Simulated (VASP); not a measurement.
# Au (Fm-3m) in VASP: further runs

Aim: see how the results for Au move with the level of theory and the settings. Levels: LDA, BLYP+D4, PBEsol. Tasks: single point, relaxation of cell and atoms.

Program: VASP 6.6.1. These are calculated values, not measurements. Logs are shortened: lines on timing, memory, paths and dates and some standing lists are left out, and cuts for length are marked.

### Step 1. The cell of the first run

Symmetry: Fm-3m, No. 225, cubic system. The conventional cell has a = 4.150 Å, b = 4.150 Å, c = 4.150 Å, α = 90.00°, β = 90.00°, γ = 90.00°. Within 3.9 Å of Au (site symmetry m-3m) lie 12 Au at 2.93 Å.

### Step 2. Single point, LDA

INCAR reads:

```
SYSTEM = Au
PREC = Accurate
ENCUT = 500
EDIFF = 1E-6
ISMEAR = -1
SIGMA = 0.05
LREAL = .False.
LASPH = .True.
NELM = 120
ALGO = Normal
ISIF = 2
LWAVE = .False.
LCHARG = .False.
NBANDS = 16
GGA_COMPAT = .False.
```

KPOINTS reads:

```
Automatic mesh
0
Gamma
  11 11 11
  0 0 0
```

POSCAR reads:

```
Au
1.0
    0.0000000000      2.0749120936      2.0749120936
    2.0749120936      0.0000000000      2.0749120936
    2.0749120936      2.0749120936      0.0000000000
Au
1
Direct
    0.0000000000      0.0000000000      0.0000000000
```

Potentials or basis: VASP PAW LDA potentials, release 64 (Au_sv_GW).

Launch:

```
cat potpaw_LDA.64/Au_sv_GW/POTCAR > POTCAR
mpirun -np 1 vasp_std > vasp.out
```

OUTCAR:

```text
SYSTEM = Au
   PREC = Accurate
   ENCUT = 500
   EDIFF = 1E-6
   ISMEAR = -1
   LREAL = .False.
   LASPH = .True.
   NELM = 120
   ISIF = 2

 ion  position               nearest neighbor table
   1  0.000  0.000  0.000-

  LATTYP: Found a face centered cubic cell.
 ALAT       =     4.1498241872

  Lattice vectors:

 A1 = (   0.0000000000,   2.0749120936,   2.0749120936)
 A2 = (   2.0749120936,   0.0000000000,   2.0749120936)
 A3 = (   2.0749120936,   2.0749120936,   0.0000000000)

Analysis of symmetry for initial positions (statically):
=====================================================================
 Subroutine PRICEL returns:
 Original cell was already a primitive cell.

 Routine SETGRP: Setting up the symmetry group for a
 face centered cubic supercell.

 Subroutine GETGRP returns: Found 48 space group operations
[... 9 lines left out ...]

 Routine SETGRP: Setting up the symmetry group for a
 face centered cubic supercell.

 Subroutine GETGRP returns: Found 48 space group operations
[... 11 lines left out ...]
                                     Primitive cell

  volume of cell :      17.8661

  direct lattice vectors                    reciprocal lattice vectors
     0.000000000  2.074912094  2.074912094    -0.240974064  0.240974064  0.240974064
     2.074912094  0.000000000  2.074912094     0.240974064 -0.240974064  0.240974064
     2.074912094  2.074912094  0.000000000     0.240974064  0.240974064 -0.240974064

  length of vectors
     2.934368824  2.934368824  2.934368824     0.417379322  0.417379322  0.417379322

  position of ions in fractional coordinates (direct lattice)
     0.000000000  0.000000000  0.000000000

  ion indices of the primitive-cell ions
   primitive index   ion index
                 1           1

----------------------------------------------------------------------------------------

 KPOINTS: Automatic mesh

Automatic generation of k-mesh.
 Grid dimensions read from file:
 generate k-points for:   11   11   11

 Generating k-lattice:

  Cartesian coordinates                     Fractional coordinates (reciprocal lattice)
    -0.021906733  0.021906733  0.021906733     0.090909091  0.000000000  0.000000000
     0.021906733 -0.021906733  0.021906733     0.000000000  0.090909091  0.000000000
     0.021906733  0.021906733 -0.021906733     0.000000000  0.000000000  0.090909091

  Length of vectors
     0.037943575  0.037943575  0.037943575

  Shift w.r.t. Gamma in fractional coordinates (k-lattice)
[... 42 lines left out ...]
 SYSTEM =  Au
   PREC   = accura    normal or accurate (medium, high low for compatibility)
   ISTART =      0    job   : 0-new  1-cont  2-samecut
   ICHARG =      2    charge: 1-file 2-atom 10-const
   ISPIN  =      1    spin polarized calculation?
   LNONCOLLINEAR =      F non collinear calculations
   LSORBIT =      F    spin-orbit coupling
   LASPH  =      T    aspherical Exc in radial PAW
   ENCUT  =  500.0 eV  36.75 Ry    6.06 a.u.   5.35  5.35  5.35*2*pi/ulx,y,z
   NELM   =    120;   NELMIN=  2; NELMDL= -5     # of ELM steps
   EDIFF  = 0.1E-05   stopping-criterion for ELM
   LREAL  =      F    real-space projection
   EDIFFG = 0.1E-04   stopping-criterion for IOM
   NSW    =      0    number of steps for IOM
   IBRION =     -1    ionic relax: 0-MD 1-quasi-New 2-CG
   NFREE  =      0    steps in history (QN), initial steepest desc. (CG)
   ISIF   =      2    stress and relaxation
   ISYM   =      2    0-nonsym 1-usesym 2-fastsym
   POTIM  = 0.5000    time-step for ionic-motion
   TEBEG  =    0.0;   TEEND  =   0.0 temperature during run
   PSTRESS=    0.0 pullay stress
   NELECT =      19.0000    total number of electrons
   NUPDOWN=      -1.0000    fix difference up-down
   EMIN   =  10.00;   EMAX   =-10.00  energy-range for DOS
[... 5 lines left out ...]
     AMIX     =   0.40;   BMIX     =  1.00
     AMIX_MAG =   1.60;   BMIX_MAG =  1.00
  volume/ion in A,a.u.               =      17.87       120.57
  Fermi-wavevector in a.u.,A,eV,Ry     =   1.671025  3.157780 37.991891  2.792325
  Thomas-Fermi vector in A             =   2.756420
   LORBIT       =      0    0 simple, 1 ext, 2 COOP (PROOUT), +10 PAW based schemes
   GGA     = CA    functional components
   LHFCALC =     F    Hartree Fock is set to
   AEXX    =    0.0000 exact exchange contribution
   IVDW    =     0    specifies the selected vdW correction
   LEPSILON=     F    determine dielectric tensor
   LRPA    =     F    only Hartree local field effects (RPA)
 non-spin polarized calculation
  energy-cutoff  :      500.00
  volume of cell :       17.87
 maximum number of plane-waves:       465
 NGX is ok and might be reduce to    24
   NGX = 11   NGY = 11   NGZ = 11

 number of electron      19.0000001 magnetization

 Free energy of the ion-electron system (eV)
  ---------------------------------------------------
  ext. energy  EPLUGINS =         0.00000000
  ---------------------------------------------------
  free energy    TOTEN  =        -3.75033249 eV

  energy without entropy =       -3.74950452  energy(sigma->0) =       -3.74991851

 E-fermi :   7.8460     XC(G=0): -13.3560

 val. band max:        7.6751555025   @ k =   0.4545   0.3636   0.0000
 cond. band min:       7.9854186411   @ k =  -0.4545   0.0909   0.0000
 fundamental gap:      0.3102631386
 Fermi energy:         7.8460286184

 k-point     1 :       0.0000    0.0000    0.0000
  band No.  band energies     occupation
      1     -97.2406      2.00000
      2     -48.7624      2.00000
      3     -48.7624      2.00000
      4     -48.7624      2.00000
      5      -1.6404      2.00000
      6       3.3141      2.00000
[... 433 lines left out ...]
      3     -48.8069      2.00000
      4     -48.7772      2.00000
      5       0.8378      2.00000
      6       2.7603      2.00000
[... 8 lines left out ...]
     15      28.9307      0.00000
     16      31.5450      0.00000

 [... further k-points ...]

------------------------ aborting loop because EDIFF is reached ----------------------------------------

  FORCE on cell =-STRESS in cart. coord.  units (eV):
  Direction    XX          YY          ZZ          XY          YZ          ZX
  --------------------------------------------------------------------------------------
  -------------------------------------------------------------------------------------
  Total       -1.4402081     -1.4402081     -1.4402081      0.0000000     -0.0000000      0.0000000
  in kB     -129.1536622   -129.1536622   -129.1536622      0.0000000     -0.0000000      0.0000000
  external PRESSURE =    -129.1536622 kB  Pullay stress =       0.0000000 kB

 VOLUME and BASIS-vectors are now :
 -----------------------------------------------------------------------------
  energy-cutoff  :      500.00
  volume of cell :       17.87
      direct lattice vectors                 reciprocal lattice vectors
     0.000000000  2.074912094  2.074912094    -0.240974064  0.240974064  0.240974064
     2.074912094  0.000000000  2.074912094     0.240974064 -0.240974064  0.240974064
     2.074912094  2.074912094  0.000000000     0.240974064  0.240974064 -0.240974064

 POSITION                                       TOTAL-FORCE (eV/Angst)
 -----------------------------------------------------------------------------------
      0.00000      0.00000      0.00000        -0.000000     -0.000000     -0.000000
 -----------------------------------------------------------------------------------
    total drift:                                0.000000     -0.000000     -0.000000

  FREE ENERGIE OF THE ION-ELECTRON SYSTEM (eV)
  ---------------------------------------------------
  free  energy   TOTEN  =        -3.7503324921 eV

  energy  without entropy=       -3.7495045201  energy(sigma->0) =       -3.74991851
```

OSZICAR:

```text
N       E                     dE             d eps       ncg     rms          rms(c)
DAV:   1     0.224114095170E+03    0.22411E+03   -0.11023E+04  2344   0.181E+03
DAV:   2     0.140537395816E+02   -0.21006E+03   -0.19363E+03  2240   0.577E+02
DAV:   3    -0.472552038711E+01   -0.18779E+02   -0.18448E+02  2592   0.152E+02
DAV:   4    -0.497454647602E+01   -0.24903E+00   -0.24897E+00  2376   0.164E+01
DAV:   5    -0.498115740729E+01   -0.66109E-02   -0.66109E-02  2656   0.322E+00    0.107E+01
DAV:   6    -0.380260705148E+01    0.11786E+01   -0.18685E+00  2776   0.327E+01    0.932E+00
DAV:   7    -0.376013850086E+01    0.42469E-01   -0.10045E-01  2992   0.364E+00    0.547E+00
DAV:   8    -0.375040040065E+01    0.97381E-02   -0.14079E-02  2464   0.364E+00    0.538E-01
DAV:   9    -0.375033614118E+01    0.64259E-04   -0.39643E-04  2784   0.566E-01    0.134E-01
DAV:  10    -0.375033243582E+01    0.37054E-05   -0.10474E-05  2480   0.107E-01    0.246E-03
DAV:  11    -0.375033249209E+01   -0.56271E-07   -0.13799E-07  1328   0.763E-03
   1 F= -.37503325E+01 E0= -.37499185E+01  d E =-.827972E-03
```

stdout:

```text
POSCAR found type information on POSCAR Au
 POSCAR found :  1 types and       1 ions
 scaLAPACK will be used
 LDA part: xc-table for (Slater(with rela. corr.)+CA(PZ))
 , standard interpolation
 POSCAR, INCAR and KPOINTS ok, starting setup
 FFT: planning ... GRIDC
 FFT: planning ... GRID_SOFT
 FFT: planning ... GRID
 WAVECAR not read
 entering main loop
```

Run time: 13 s. Hardware: 1 thread of AMD EPYC 9R45 (Zen 5), shared host; peak memory 0.11 GiB.

Results:

```
Free energy : -3.7503 eV
Pressure    : -12.9 GPa
```

Caveat: spin-orbit coupling is left out, which moves the levels of the heavy elements.

### Step 3. Relaxation of cell and atoms, BLYP+D4

This run uses another cell than the first one, of 16.85 Å³/atom, 0.943 times its volume.

INCAR reads:

```
SYSTEM = Au
PREC = Accurate
ENCUT = 500
EDIFF = 1E-7
ISMEAR = -1
SIGMA = 0.05
LREAL = .False.
LASPH = .True.
NELM = 120
ALGO = Normal
ISIF = 3
LWAVE = .False.
LCHARG = .False.
GGA = B5
ALDAX = 1.0
AGGAX = 1.0
AGGAC = 1.0
ALDAC = 0.0
IVDW = 13
VDW_S6 = 1.0
VDW_S8 = 2.34076671
VDW_A1 = 0.44488865
VDW_A2 = 4.0933009
IBRION = 2
NSW = 60
EDIFFG = -0.01
GGA_COMPAT = .False.
NELMIN = 4
```

KPOINTS is that of step 2.

POSCAR reads:

```
Au
1.0
    0.0000000000      2.0350000000      2.0350000000
    2.0350000000      0.0000000000      2.0350000000
    2.0350000000      2.0350000000      0.0000000000
Au
1
Direct
    0.0000000000      0.0000000000      0.0000000000
```

Potentials or basis: VASP PAW PBE potentials, release 64 (Au_sv_GW).

Launch:

```
cat potpaw_PBE.64/Au_sv_GW/POTCAR > POTCAR
mpirun -np 1 vasp_std > vasp.out
```

Run time: 81 s. Hardware: 1 thread of AMD EPYC 7R13 (Zen 3), shared host; peak memory 0.12 GiB.

It converged, with:

```
Free energy                            : -3.1028 eV
Relaxed volume                         : 17.69 Å³/atom
Relaxed cell                           : a = 2.925 Å, b = 2.925 Å, c = 2.925 Å, α = 60.00°, β = 60.00°, γ = 60.00°
Space group after relaxing (to 0.05 Å) : Fm-3m (No. 225)
Energy gained by relaxing              : 22.7 meV/atom
Ionic steps                            : 4
Pressure after relaxing                : 0.0 GPa
Dispersion energy per atom             : -1.259 eV
```

Step by step:
```tsv
step	energy change (eV)	largest force (eV/Å)	pressure (GPa)	volume (Å³)
1	0.0000	0.0000	9.16	16.85
2	0.0412	0.0000	-11.40	19.32
3	-0.0227	0.0000	-0.23	17.71
4	-0.0227	0.0000	-0.02	17.69
```

Final structure:
```
Au
1.0
     0.00000    2.06809    2.06809
     2.06809    0.00000    2.06809
     2.06809    2.06809    0.00000
Au
1
Direct
  0.00000 0.00000 0.00000
```

Levels at points of the mesh, in eV from the Fermi level:
| k point | band 7 | band 8 | band 9 | band 10 | band 11 | band 12 | band 13 |
| --- | --- | --- | --- | --- | --- | --- | --- |
| (0.00, 0.00, 0.00) | -4.74 | -4.74 | -3.33 | -3.33 | 14.68 | 18.26 | 18.26 |

Caveat: the PAW data sets were made with another functional, which shifts forces and pressure a little; spin-orbit coupling is left out, which moves the levels of the heavy elements; pairwise dispersion overbinds metals, which lowers pressure and volume.

### Step 4. Single point, PBEsol, non-collinear spin, zero start, spin-orbit coupling

This run uses another cell than the first one, of 16.85 Å³/atom, 0.943 times its volume.

INCAR reads:

```
SYSTEM = Au
PREC = Accurate
ENCUT = 520
EDIFF = 1E-6
ISMEAR = 1
SIGMA = 0.15
LREAL = .False.
LASPH = .True.
NELM = 150
ALGO = Normal
ISIF = 2
LWAVE = .False.
LCHARG = .False.
MAGMOM = 0 0 0
LORBIT = 11
LSORBIT = .True.
GGA_COMPAT = .False.
LORBMOM = .True.
LMAXMIX = 4
GGA = PS
NBANDS = 22
```

KPOINTS is that of step 3.

POSCAR is that of step 3.

Potentials or basis: VASP PAW PBE potentials, release 64 (Au).

Launch:

```
cat potpaw_PBE.64/Au/POTCAR > POTCAR
mpirun -np 1 vasp_ncl > vasp.out
```

Run time: 69 s. Hardware: 1 thread of AMD EPYC 7R13 (Zen 3), shared host; peak memory 0.18 GiB.

The run converged. Its results:

* Free energy: -4.2245 eV
* Pressure: 0.3 GPa
* Net moment: 0.00 μB per cell
* Valence electrons inside the program's atomic spheres: Au 9.65

Moments on the atoms (μB; x, y, z):
```
Au  0.00 0.00 0.00
```

Caveat: the PAW data sets were made with another functional, which shifts forces and pressure a little.

### Step 5. Overview

```csv
task,level,potentials or basis,spin,cell,cutoff (eV),smearing,second run,gap on the mesh (eV),pressure (GPa)
single point,LDA,"VASP PAW LDA potentials, release 64 (Au_sv_GW)",off,"a = 2.934 Å, angles 60.0°, 1 atom",500,fermi-dirac 0.05 eV,valence_matched,none,-12.9
relaxation of cell and atoms,BLYP+D4,"VASP PAW PBE potentials, release 64 (Au_sv_GW)",off,"relaxed from a = 2.878 Å, angles 60.0°, 1 atom",500,fermi-dirac 0.05 eV,valence_matched,none,0.0
single point,PBEsol,"VASP PAW PBE potentials, release 64 (Au)","non-collinear, zero start, SOC","a = 2.878 Å, angles 60.0°, 1 atom",520,methfessel-paxton 0.15 eV,-,-,0.3
```

Alike in all rows: k mesh 11 × 11 × 11.

Caveats: spin-orbit coupling is left out, which moves the levels of the heavy elements (some runs); the PAW data sets were made with another functional, which shifts forces and pressure a little (some runs); pairwise dispersion overbinds metals, which lowers pressure and volume (some runs).

Total energies depend on the potentials used, so only differences within one code and one set of settings carry meaning.
